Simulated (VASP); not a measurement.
Write the native input for VASP 6.6.1 that does the following.

```
Task                               : single point
Functional                         : HSE06
Potentials or basis                : VASP PAW PBE potentials, release 64 (C, Sr_sv)
Cutoff                             : 520 eV
k mesh                             : 4 × 4 × 4
Occupations                        : fermi-dirac, width 0.02 eV
Spin                               : no spin polarisation
Dipole correction                  : no
Grid for exact exchange (PRECFOCK) : Normal
Further INCAR settings             : ALGO = Normal; EDIFF = 1e-06; NBANDS = 19
Share of exact exchange            : 0.25
Screening parameter                : 0.2079 1/Å
```

Sr2C:

```
C Sr
1.0
     0.00000    3.36014    3.36014
     3.36014    0.00000    3.36014
     3.36014    3.36014    0.00000
C Sr
1 2
Direct
  0.00000 0.00000 0.00000
  0.25000 0.25000 0.25000
  0.75000 0.75000 0.75000
```

The input as run:

POSCAR

```
Sr2C
1.0
    0.0000000000      3.3601424449      3.3601424449
    3.3601424449      0.0000000000      3.3601424449
    3.3601424449      3.3601424449      0.0000000000
C Sr
1 2
Direct
    0.0000000000      0.0000000000      0.0000000000
    0.2500000000      0.2500000000      0.2500000000
    0.7500000000      0.7500000000      0.7500000000
```

INCAR.step1

```
SYSTEM = Sr2C
  PREC = Accurate
  ENCUT = 520
  EDIFF = 1E-5
  ISMEAR = -1
  SIGMA = 0.02
  LREAL = .FALSE.
  LASPH = .TRUE.
  NELM = 60
  ALGO = Normal
  ISIF = 2
  LWAVE = .TRUE.
  LCHARG = .FALSE.
  GGA = PE
  NBANDS = 19
```

INCAR.step2

```
SYSTEM = Sr2C
  PREC = Accurate
  ENCUT = 520
  EDIFF = 1E-6
  ISMEAR = -1
  SIGMA = 0.02
  LREAL = .FALSE.
  LASPH = .TRUE.
  NELM = 60
  ALGO = Normal
  ISIF = 2
  LWAVE = .FALSE.
  LCHARG = .FALSE.
  GGA = PE
  LHFCALC = .TRUE.
  HFSCREEN = 0.2079
  PRECFOCK = Normal
  ISTART = 1
  NBANDS = 19
```

KPOINTS

```
Automatic mesh
0
G
  4 4 4
  0 0 0
```

Potentials or basis: VASP PAW PBE potentials, release 64 (C, Sr_sv).

Run with:

```bash
$ cat potpaw_PBE.64/C/POTCAR potpaw_PBE.64/Sr_sv/POTCAR > POTCAR
$ cp INCAR.step1 INCAR
$ mpirun -np 1 vasp_std > vasp.out
$ cp INCAR.step2 INCAR
$ mpirun -np 1 vasp_std > vasp.out
```

It gave:

The pressure is 0.4 GPa and the band gap on the k mesh is 0.37 eV (least direct gap 0.39 eV).

Caveat: the structure was generated, so it needn't be the stable form of Sr2C; the PAW data sets were made with another functional, which shifts forces and pressure a little.

Run time: 26 min on 1 thread of Intel(R) Xeon(R) Platinum 8259CL CPU @ 2.50GHz (Skylake/Cascade Lake), on a shared host, peak memory 0.33 GiB.
